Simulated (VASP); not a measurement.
# CoC (rocksalt type) (Fm-3m) in VASP: further runs, part 2 of 2

VASP 6.6.1. Earlier steps stand in the parts before.

## Step 5: Single point, PBEsol, collinear spin, ferromagnetic start

INCAR

```
SYSTEM = CoC
PREC = Accurate
ENCUT = 600
EDIFF = 1E-6
ISMEAR = -1
SIGMA = 0.05
LREAL = .False.
LASPH = .True.
NELM = 200
ALGO = Normal
ISIF = 2
LWAVE = .False.
LCHARG = .False.
ISPIN = 2
MAGMOM = 1.7 0
LORBIT = 11
LMAXMIX = 4
GGA = PS
NBANDS = 22
GGA_COMPAT = .False.
```

KPOINTS

```
regular mesh
0
Gamma
  15 15 15
  0 0 0
```

POSCAR

```
CoC
1.0
    0.0000000000      1.9678756358      1.9678756358
    1.9678756358      0.0000000000      1.9678756358
    1.9678756358      1.9678756358      0.0000000000
Co C
1 1
Direct
    0.0000000000      0.0000000000      0.0000000000
    0.5000000000      0.5000000000      0.5000000000
```

Potentials or basis: VASP PAW PBE potentials, release 64 (Co_sv, C).

Started as:

```bash
$ cat potpaw_PBE.64/Co_sv/POTCAR potpaw_PBE.64/C/POTCAR > POTCAR
$ mpirun -np 1 vasp_std > vasp.out
```

OUTCAR:

```text
SYSTEM = CoC
   PREC = Accurate
   ENCUT = 600
   EDIFF = 1E-6
   ISMEAR = -1
   LREAL = .False.
   LASPH = .True.
   NELM = 200
   ISIF = 2
   ISPIN = 2
   LORBIT = 11
   GGA = PS

 ion  position               nearest neighbor table
   1  0.000  0.000  0.000-   2 1.97   2 1.97   2 1.97   2 1.97   2 1.97   2 1.97
   2  0.500  0.500  0.500-   1 1.97   1 1.97   1 1.97   1 1.97   1 1.97   1 1.97

  LATTYP: Found a face centered cubic cell.
 ALAT       =     3.9357512716

  Lattice vectors:

 A1 = (   0.0000000000,   1.9678756358,   1.9678756358)
 A2 = (   1.9678756358,   0.0000000000,   1.9678756358)
 A3 = (   1.9678756358,   1.9678756358,   0.0000000000)

Analysis of symmetry for initial positions (statically):
=====================================================================
 Subroutine PRICEL returns:
 Original cell was already a primitive cell.

 Routine SETGRP: Setting up the symmetry group for a
 face centered cubic supercell.

 Subroutine GETGRP returns: Found 48 space group operations
 (whereof 48 operations were pure point group operations)
 out of a pool of 48 trial point group operations.

The static configuration has the point symmetry O_h .

Analysis of symmetry for dynamics (positions and initial velocities):
=====================================================================
 Subroutine PRICEL returns:
 Original cell was already a primitive cell.

 Routine SETGRP: Setting up the symmetry group for a
 face centered cubic supercell.

 Subroutine GETGRP returns: Found 48 space group operations
 (whereof 48 operations were pure point group operations)
 out of a pool of 48 trial point group operations.

The dynamic configuration has the point symmetry O_h .

Analysis of structural, dynamic, and magnetic symmetry:
=====================================================================
 Subroutine PRICEL returns:
 Original cell was already a primitive cell.

 Routine SETGRP: Setting up the symmetry group for a
 face centered cubic supercell.

 Subroutine GETGRP returns: Found 48 space group operations
 (whereof 48 operations were pure point group operations)
 out of a pool of 48 trial point group operations.

The overall configuration has the point symmetry O_h .

 Subroutine INISYM returns: Found 48 space group operations
 (whereof 48 operations are pure point group operations),
 and found     1 'primitive' translations

----------------------------------------------------------------------------------------

                                     Primitive cell

  volume of cell :      15.2413

  direct lattice vectors                    reciprocal lattice vectors
     0.000000000  1.967875636  1.967875636    -0.254081097  0.254081097  0.254081097
     1.967875636  0.000000000  1.967875636     0.254081097 -0.254081097  0.254081097
     1.967875636  1.967875636  0.000000000     0.254081097  0.254081097 -0.254081097

  length of vectors
     2.782996413  2.782996413  2.782996413     0.440081369  0.440081369  0.440081369

  position of ions in fractional coordinates (direct lattice)
     0.000000000  0.000000000  0.000000000
     0.500000000  0.500000000  0.500000000

  ion indices of the primitive-cell ions
   primitive index   ion index
                 1           1
[... 64 lines left out ...]
   PREC   = accura    normal or accurate (medium, high low for compatibility)
   ISTART =      0    job   : 0-new  1-cont  2-samecut
   ICHARG =      2    charge: 1-file 2-atom 10-const
   ISPIN  =      2    spin polarized calculation?
   LNONCOLLINEAR =      F non collinear calculations
   LSORBIT =      F    spin-orbit coupling
   LASPH  =      T    aspherical Exc in radial PAW
   ENCUT  =  600.0 eV  44.10 Ry    6.64 a.u.   5.56  5.56  5.56*2*pi/ulx,y,z
   NELM   =    200;   NELMIN=  2; NELMDL= -5     # of ELM steps
   EDIFF  = 0.1E-05   stopping-criterion for ELM
   LREAL  =      F    real-space projection
   EDIFFG = 0.1E-04   stopping-criterion for IOM
   NSW    =      0    number of steps for IOM
   IBRION =     -1    ionic relax: 0-MD 1-quasi-New 2-CG
   NFREE  =      0    steps in history (QN), initial steepest desc. (CG)
   ISIF   =      2    stress and relaxation
   ISYM   =      2    0-nonsym 1-usesym 2-fastsym
   POTIM  = 0.5000    time-step for ionic-motion
   TEBEG  =    0.0;   TEEND  =   0.0 temperature during run
   PSTRESS=    0.0 pullay stress
   NELECT =      21.0000    total number of electrons
   NUPDOWN=      -1.0000    fix difference up-down
   EMIN   =  10.00;   EMAX   =-10.00  energy-range for DOS
   EFERMI =   0.00;   METHOD = LEGACY
   ISMEAR =    -1;   SIGMA  =   0.05  broadening in eV -4-tet -1-fermi 0-gaus
   EFERMI_NEDOS =   21; number of points for ismear=-14 and -15
   IALGO  =     38    algorithm
   IMIX   =      4    mixing-type and parameters
     AMIX     =   0.40;   BMIX     =  1.00
     AMIX_MAG =   1.60;   BMIX_MAG =  1.00
  volume/ion in A,a.u.               =       7.62        51.43
  Fermi-wavevector in a.u.,A,eV,Ry     =   1.821686  3.442488 45.151496  3.318541
  Thomas-Fermi vector in A             =   2.877999
   LORBIT       =     11    0 simple, 1 ext, 2 COOP (PROOUT), +10 PAW based schemes
   GGA     = PS    functional components
   LHFCALC =     F    Hartree Fock is set to
   AEXX    =    0.0000 exact exchange contribution
   IVDW    =     0    specifies the selected vdW correction
   LEPSILON=     F    determine dielectric tensor
   LRPA    =     F    only Hartree local field effects (RPA)
 spin polarized calculation
  energy-cutoff  :      600.00
  volume of cell :       15.24
 maximum number of plane-waves:       531
   NGX = 11   NGY = 11   NGZ = 11

 number of electron      21.0000006 magnetization       0.1021780

 Free energy of the ion-electron system (eV)
  ---------------------------------------------------
  ext. energy  EPLUGINS =         0.00000000
  ---------------------------------------------------
  free energy    TOTEN  =       -16.06016231 eV

  energy without entropy =      -16.04245282  energy(sigma->0) =      -16.05130757

 E-fermi :  12.8415     XC(G=0): -14.4648

 val. band max:       12.8360957282   @ k =  -0.3333   0.2667   0.0667
 cond. band min:      12.8440531202   @ k =  -0.4000   0.1333   0.0000
 fundamental gap:      0.0079573920
 Fermi energy:        12.8414955866

 spin component 1

 k-point     1 :       0.0000    0.0000    0.0000
  band No.  band energies     occupation
      1     -82.5789      1.00000
      2     -45.9677      1.00000
      3     -45.9677      1.00000
      4     -45.9677      1.00000
      5      -3.2628      1.00000
      6      10.0432      1.00000
[... 589 lines left out ...]
     21      42.5264      0.00000
     22      43.7230      0.00000

 [... further k-points ...]

 spin component 2

 k-point     1 :       0.0000    0.0000    0.0000
  band No.  band energies     occupation
      1     -82.4794      1.00000
      2     -45.8708      1.00000
      3     -45.8708      1.00000
      4     -45.8708      1.00000
      5      -3.2428      1.00000
      6      10.1378      1.00000
[... 589 lines left out ...]
     21      42.5650      0.00000
     22      43.7594      0.00000

 [... further k-points ...]

------------------------ aborting loop because EDIFF is reached ----------------------------------------

  FORCE on cell =-STRESS in cart. coord.  units (eV):
  Direction    XX          YY          ZZ          XY          YZ          ZX
  --------------------------------------------------------------------------------------
  -------------------------------------------------------------------------------------
  Total        0.3574620      0.3574620      0.3574620      0.0000000      0.0000000      0.0000000
  in kB       37.5766007     37.5766007     37.5766007      0.0000000      0.0000000      0.0000000
  external PRESSURE =      37.5766007 kB  Pullay stress =       0.0000000 kB

 VOLUME and BASIS-vectors are now :
 -----------------------------------------------------------------------------
  energy-cutoff  :      600.00
  volume of cell :       15.24
      direct lattice vectors                 reciprocal lattice vectors
     0.000000000  1.967875636  1.967875636    -0.254081097  0.254081097  0.254081097
     1.967875636  0.000000000  1.967875636     0.254081097 -0.254081097  0.254081097
     1.967875636  1.967875636  0.000000000     0.254081097  0.254081097 -0.254081097

 POSITION                                       TOTAL-FORCE (eV/Angst)
 -----------------------------------------------------------------------------------
      0.00000      0.00000      0.00000         0.000000      0.000000     -0.000000
      1.96788      1.96788      1.96788         0.000000      0.000000      0.000000
 -----------------------------------------------------------------------------------
    total drift:                                0.000000     -0.000000     -0.000000

  FREE ENERGIE OF THE ION-ELECTRON SYSTEM (eV)
  ---------------------------------------------------
  free  energy   TOTEN  =       -16.0601623133 eV

  energy  without entropy=      -16.0424528175  energy(sigma->0) =      -16.05130757

 total charge

# of ion       s       p       d       tot
------------------------------------------
    1        2.228   6.166   6.828  15.221
    2        0.878   1.474   0.000   2.352
--------------------------------------------------
tot          3.106   7.640   6.828  17.573

 magnetization (x)

# of ion       s       p       d       tot
------------------------------------------
    1        0.004   0.001   0.082   0.086
    2        0.001   0.009   0.000   0.010
--------------------------------------------------
tot          0.004   0.010   0.082   0.096
```

OSZICAR:

```text
N       E                     dE             d eps       ncg     rms          rms(c)
DAV:   1     0.199424189859E+03    0.19942E+03   -0.11738E+04 13934   0.249E+03
DAV:   2    -0.128097514183E+02   -0.21223E+03   -0.20128E+03 15766   0.616E+02
DAV:   3    -0.203988734091E+02   -0.75891E+01   -0.75133E+01 14610   0.101E+02
[... 12 lines left out ...]
DAV:  16    -0.160601506148E+02   -0.71785E-05   -0.63743E-06 12512   0.370E-02    0.153E-02
DAV:  17    -0.160601574947E+02   -0.68799E-05   -0.16966E-05 16348   0.588E-02    0.967E-03
DAV:  18    -0.160601603076E+02   -0.28129E-05   -0.35821E-06  8544   0.286E-02    0.637E-03
DAV:  19    -0.160601616269E+02   -0.13193E-05   -0.22530E-06  6990   0.210E-02    0.460E-03
DAV:  20    -0.160601623133E+02   -0.68640E-06   -0.64004E-06 12384   0.358E-02
   1 F= -.16060162E+02 E0= -.16051308E+02  d E =-.177095E-01  mag=     0.1015
```

It took 54 s on 1 thread of Intel Xeon 6975P-C (Granite Rapids), shared host; peak memory 0.2 GiB.

What came out:

* Free energy: -16.0602 eV
* Pressure: 3.8 GPa
* Net moment: 0.10 μB per cell
* Site moments: Co +0.09; C +0.01 μB
* Valence electrons inside the program's atomic spheres: Co 15.22; C 2.35

Levels at points of the mesh, in eV from the Fermi level:
Spin up:
```csv
k point,band 8,band 9,band 10,band 11,band 12,band 13
"(0.00, 0.00, 0.00)",-2.80,-2.33,-2.33,1.15,1.15,1.15
```
Spin down:
```tsv
k point	band 7	band 8	band 9	band 10	band 11	band 12	band 13	band 14
(0.00, 0.00, 0.00)	-2.70	-2.70	-2.27	-2.27	1.17	1.17	1.17	13.18
```

Caveat: the PAW data sets were made with another functional, which shifts forces and pressure a little.
